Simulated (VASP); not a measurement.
# Al (P6_3/mmc) in VASP: settings compared, part 2 of 2

VASP 6.6.1.

### Step 3. Vibrations by perturbation theory, PBE

Input file INCAR:

```
SYSTEM = Al
ALGO = Normal
EDIFF = 1E-8
ENCUT = 520
GGA = PE
IBRION = 8
ISIF = 2
ISMEAR = -1
LASPH = .TRUE.
LCHARG = .FALSE.
LREAL = .FALSE.
LWAVE = .FALSE.
NBANDS = 10
NELM = 80
NSW = 1
PREC = Accurate
SIGMA = 0.05
```

Input file KPOINTS:

```
k-points
0
G
  8 8 5
  0 0 0
```

Input file POSCAR:

```
Al
1.0
    2.8124553515      0.0000000000      0.0000000000
   -1.4062276757      2.4356577814      0.0000000000
    0.0000000000      0.0000000000      4.8668500000
Al
2
Direct
    0.3333333333      0.6666666667      0.2500000000
    0.6666666667      0.3333333333      0.7500000000
```

Potentials or basis: VASP PAW PBE potentials, release 64 (Al).

Launch:

```console
> cat potpaw_PBE.64/Al/POTCAR > POTCAR
> mpirun -np 1 vasp_std > vasp.out
```

OUTCAR:

```text
SYSTEM = Al
   EDIFF = 1E-8
   ENCUT = 520
   GGA = PE
   IBRION = 8
   ISIF = 2
   ISMEAR = -1
   LASPH = .TRUE.
   LREAL = .FALSE.
   NELM = 80
   NSW = 1
   PREC = Accurate

 ion  position               nearest neighbor table
   1  0.333  0.667  0.250-   2 2.93   2 2.93   2 2.93   2 2.93   2 2.93   2 2.93
   2  0.667  0.333  0.750-   1 2.93   1 2.93   1 2.93   1 2.93   1 2.93   1 2.93

  LATTYP: Found a hexagonal cell.
 ALAT       =     2.8124553515
 C/A-ratio  =     1.7304630267

  Lattice vectors:

 A1 = (   2.8124553515,   0.0000000000,   0.0000000000)
 A2 = (  -1.4062276757,   2.4356577814,   0.0000000000)
 A3 = (   0.0000000000,   0.0000000000,   4.8668500000)

Analysis of symmetry for initial positions (statically):
=====================================================================
 Subroutine PRICEL returns:
 Original cell was already a primitive cell.

[... 547 lines left out ...]
    -0.00212  0.00000  0.00000
    -0.00000 -0.00212  0.00000
     0.00000  0.00000  0.00337

 INTERNAL STRAIN TENSOR FOR ION    2 for displacements in x,y,z  (eV/Angst):
          X           Y           Z          XY          YZ          ZX
  --------------------------------------------------------------------------------
  x     0.00000    -0.00000     0.00000     0.10746     0.00000     0.00000
  y     0.10746    -0.10746    -0.00000    -0.00000     0.00000     0.00000
  z     0.00000    -0.00000     0.00000     0.00000     0.00000     0.00000

 SECOND DERIVATIVES (NOT SYMMETRIZED)
 ------------------------------------
               1X          1Y          1Z          2X          2Y          2Z
  1X    -0.787625   -0.000000    0.000000    0.787625    0.000000    0.000000
  1Y    -0.000000   -0.787625    0.000000    0.000000    0.787625    0.000000
  1Z     0.000000    0.000000   -4.381204   -0.000000   -0.000000    4.381204
  2X     0.787625    0.000000    0.000000   -0.787625   -0.000000    0.000000
  2Y     0.000000    0.787625    0.000000   -0.000000   -0.787625    0.000000
  2Z    -0.000000   -0.000000    4.381204    0.000000    0.000000   -4.381204

 Eigenvectors and eigenvalues of the dynamical matrix
 ----------------------------------------------------

   1 f  =    8.909092 THz    55.977476 2PiTHz  297.175323 cm-1    36.845028 meV
             X         Y         Z           dx          dy          dz
     -0.000000  1.623772  1.216713    -0.000000   -0.000000    0.707107
      1.406228  0.811886  3.650138     0.000000   -0.000000   -0.707107
[... 16 lines left out ...]
   5 f  =    0.000000 THz     0.000000 2PiTHz    0.000002 cm-1     0.000000 meV
             X         Y         Z           dx          dy          dz
     -0.000000  1.623772  1.216713     0.707107    0.000000    0.000000
      1.406228  0.811886  3.650138     0.707107    0.000000    0.000000

   6 f/i=    0.000000 THz     0.000000 2PiTHz    0.000002 cm-1     0.000000 meV
             X         Y         Z           dx          dy          dz
     -0.000000  1.623772  1.216713     0.000001   -0.659608   -0.254789
      1.406228  0.811886  3.650138     0.000001   -0.659608   -0.254789

--------------------------------------------------------------------------------------------------------

 ELASTIC MODULI CONTR FROM IONIC RELAXATION (kBar)
 Direction    XX          YY          ZZ          XY          YZ          ZX
 --------------------------------------------------------------------------------
 XX          -0.7046      0.7046      0.0000     -0.0000      0.0000      0.0000
 YY           0.7046     -0.7046     -0.0000     -0.0000      0.0000     -0.0000
 ZZ           0.0000     -0.0000     -0.0000     -0.0000      0.0000     -0.0000
 XY          -0.0000     -0.0000     -0.0000     -0.7046      0.0000      0.0000
 YZ           0.0000      0.0000      0.0000      0.0000      0.0000      0.0000
 ZX           0.0000     -0.0000     -0.0000      0.0000      0.0000     -0.0000
 --------------------------------------------------------------------------------
```

OSZICAR:

```text
N       E                     dE             d eps       ncg     rms          rms(c)
DAV:   1    -0.612197472181E+00   -0.61220E+00   -0.21799E+03   600   0.459E+02
DAV:   2    -0.732887131743E+01   -0.67167E+01   -0.66084E+01   812   0.535E+01
DAV:   3    -0.744223907244E+01   -0.11337E+00   -0.11267E+00   784   0.594E+00
[... 34 lines left out ...]
RMM:   6    -0.123966379710E-01   -0.14887E-05   -0.73383E-08  1340   0.864E-04    0.289E-04
RMM:   7    -0.123968293819E-01   -0.19141E-06   -0.36570E-08  1365   0.178E-04    0.175E-04
RMM:   8    -0.123970203657E-01   -0.19098E-06   -0.31840E-08  1375   0.622E-05    0.254E-05
RMM:   9    -0.123969821072E-01    0.38259E-07   -0.11441E-08  1404   0.231E-05    0.128E-05
RMM:  10    -0.123969826094E-01   -0.50217E-09   -0.33629E-09  1406   0.145E-05    0.147E-06
 Linear response finished
```

stdout:

```text
POSCAR found type information on POSCAR Al
 POSCAR found :  1 types and       2 ions
 scaLAPACK will be used
 LDA part: xc-table for (Slater+PW92), standard interpolation
 POSCAR, INCAR and KPOINTS ok, starting setup
 FFT: planning ... GRIDC
 FFT: planning ... GRID_SOFT
 FFT: planning ... GRID
 WAVECAR not read
 entering main loop
 Linear response reoptimize wavefunctions to high precision
 Linear response DOF=           2
 Linear response progress:
 first order change of Fermi-energy  -0.31905E-05
 force on displaced ion       1 direction 1 :  -0.788  -0.000   0.000
 Linear response progress:
 first order change of Fermi-energy   0.39948E-06
 force on displaced ion       1 direction 3 :  -0.000   0.000  -4.381
 Linear response finished
```

It took 44 s on 1 thread of AMD EPYC 7R13 (Zen 3), shared host; peak memory 0.17 GiB.

What came out:

```
Highest phonon frequency at Γ : 297 cm⁻¹
```

Phonon frequencies in cm⁻¹ (negative: imaginary):
```csv
q point,frequencies
"(0.000, 0.000, 0.000)",0 0 0 126 126 297
```

### Step 4. Vibrations by perturbation theory, PBEsol

Input file INCAR:

```
SYSTEM = Al
ALGO     = Fast           ! electronic algorithm
EDIFF    = 1E-8           ! SCF threshold, eV
ENCUT    = 520            ! plane-wave cutoff, eV
GGA      = PS             ! functional
IBRION   = 8              ! ionic algorithm
ISIF     = 2              ! what is computed and relaxed
ISMEAR   = -1             ! smearing method
LASPH    = .True.         ! aspherical terms in the spheres
LCHARG   = .False.        ! write CHGCAR
LREAL    = .False.        ! projectors in reciprocal space
LWAVE    = .False.        ! write WAVECAR
NELM     = 60             ! most SCF steps
NSW      = 1              ! ionic steps
PREC     = Accurate       ! precision mode
SIGMA    = 0.05           ! smearing width, eV
```

Input file KPOINTS:

```
k-points
0
Gamma
  10 10 6
  0 0 0
```

POSCAR is that of step 3.

Potentials or basis: VASP PAW PBE potentials, release 64 (Al).

Launch:

```console
> cat potpaw_PBE.64/Al/POTCAR > POTCAR
> mpirun -np 1 vasp_std > vasp.out
```

OUTCAR:

```text
SYSTEM = Al
   EDIFF = 1E-8
   ENCUT = 520
   GGA = PS
   IBRION = 8
   ISIF = 2
   ISMEAR = -1
   LASPH = .True.
   LREAL = .False.
   NELM = 60
   NSW = 1
   PREC = Accurate

 ion  position               nearest neighbor table
   1  0.333  0.667  0.250-   2 2.93   2 2.93   2 2.93   2 2.93   2 2.93   2 2.93
   2  0.667  0.333  0.750-   1 2.93   1 2.93   1 2.93   1 2.93   1 2.93   1 2.93

  LATTYP: Found a hexagonal cell.
[... 502 lines left out ...]
 ------------------------------------
               1X          1Y          1Z          2X          2Y          2Z
  1X    -0.765229   -0.000000    0.000000    0.765229    0.000000    0.000000
  1Y    -0.000000   -0.765229    0.000000    0.000000    0.765229    0.000000
  1Z     0.000000    0.000000   -3.396059    0.000000    0.000000    3.396059
  2X     0.765229    0.000000    0.000000   -0.765229   -0.000000    0.000000
  2Y     0.000000    0.765229    0.000000   -0.000000   -0.765229    0.000000
  2Z     0.000000    0.000000    3.396059    0.000000    0.000000   -3.396059

 Eigenvectors and eigenvalues of the dynamical matrix
 ----------------------------------------------------

   1 f  =    7.843760 THz    49.283800 2PiTHz  261.639686 cm-1    32.439172 meV
             X         Y         Z           dx          dy          dz
     -0.000000  1.623772  1.216713     0.000000    0.000000   -0.707107
      1.406228  0.811886  3.650138     0.000000    0.000000    0.707107
[... 21 lines left out ...]
   6 f  =    0.000000 THz     0.000000 2PiTHz    0.000000 cm-1     0.000000 meV
             X         Y         Z           dx          dy          dz
     -0.000000  1.623772  1.216713     0.000000    0.000000    0.707107
      1.406228  0.811886  3.650138     0.000000    0.000000    0.707107

--------------------------------------------------------------------------------------------------------

 ELASTIC MODULI CONTR FROM IONIC RELAXATION (kBar)
 Direction    XX          YY          ZZ          XY          YZ          ZX
 --------------------------------------------------------------------------------
 XX          -0.9949      0.9949      0.0000     -0.0000     -0.0000     -0.0000
 YY           0.9949     -0.9949      0.0000     -0.0000      0.0000      0.0000
 ZZ           0.0000      0.0000     -0.0000      0.0000     -0.0000     -0.0000
 XY          -0.0000     -0.0000      0.0000     -0.9949      0.0000      0.0000
 YZ          -0.0000      0.0000     -0.0000      0.0000     -0.0000     -0.0000
 ZX          -0.0000      0.0000     -0.0000      0.0000     -0.0000     -0.0000
 --------------------------------------------------------------------------------
```

OSZICAR:

```text
N       E                     dE             d eps       ncg     rms          rms(c)
DAV:   1    -0.797715438497E+00   -0.79772E+00   -0.24715E+03   784   0.685E+02
DAV:   2    -0.808620389746E+01   -0.72885E+01   -0.70732E+01  1057   0.506E+01
DAV:   3    -0.816480198279E+01   -0.78598E-01   -0.77510E-01  1127   0.620E+00
DAV:   4    -0.816509027311E+01   -0.28829E-03   -0.28828E-03  1169   0.315E-01
[... 39 lines left out ...]
RMM:   7    -0.124940086815E-01   -0.21534E-07    0.22609E-06  1743   0.421E-04    0.988E-05
RMM:   8    -0.124937146650E-01    0.29402E-06    0.34351E-07  1764   0.119E-04    0.462E-05
RMM:   9    -0.124937346077E-01   -0.19943E-07    0.13248E-07  1823   0.303E-05    0.313E-06
RMM:  10    -0.124937125553E-01    0.22052E-07    0.40964E-08  1777   0.829E-06    0.313E-06
RMM:  11    -0.124937076829E-01    0.48724E-08    0.12689E-09  1471   0.289E-06    0.156E-06
 Linear response finished
```

stdout:

```text
POSCAR found type information on POSCAR Al
 POSCAR found :  1 types and       2 ions
 scaLAPACK will be used
 -----------------------------------------------------------------------------
|                                                                             |
|                                                                             |
|     You enforced a specific xc type in the INCAR file but a different       |
|     I HOPE YOU KNOW WHAT YOU ARE DOING!                                     |
|                                                                             |
 -----------------------------------------------------------------------------

 LDA part: xc-table for (Slater+PW92), standard interpolation
 POSCAR, INCAR and KPOINTS ok, starting setup
 FFT: planning ... GRIDC
 FFT: planning ... GRID_SOFT
 FFT: planning ... GRID
 WAVECAR not read
 entering main loop
 Linear response reoptimize wavefunctions to high precision
 Linear response DOF=           2
 Linear response progress:
 first order change of Fermi-energy  -0.16008E-05
 force on displaced ion       1 direction 1 :  -0.765  -0.000   0.000
 Linear response progress:
 first order change of Fermi-energy  -0.10750E-05
 force on displaced ion       1 direction 3 :  -0.000   0.000  -3.396
 Linear response finished
```

It took 56 s on 1 thread of Intel Xeon Platinum 8124M at 3.00GHz (Skylake/Cascade Lake), shared host; peak memory 0.23 GiB.

What came out:

| Property | Result |
| --- | --- |
| Highest phonon frequency at Γ | 262 cm⁻¹ |

Phonon frequencies in cm⁻¹ (negative: imaginary):
```csv
q point,frequencies
"(0.000, 0.000, 0.000)",0 0 0 124 124 262
```

Caveat: the cell wasn't relaxed at this level first, which shifts response properties.
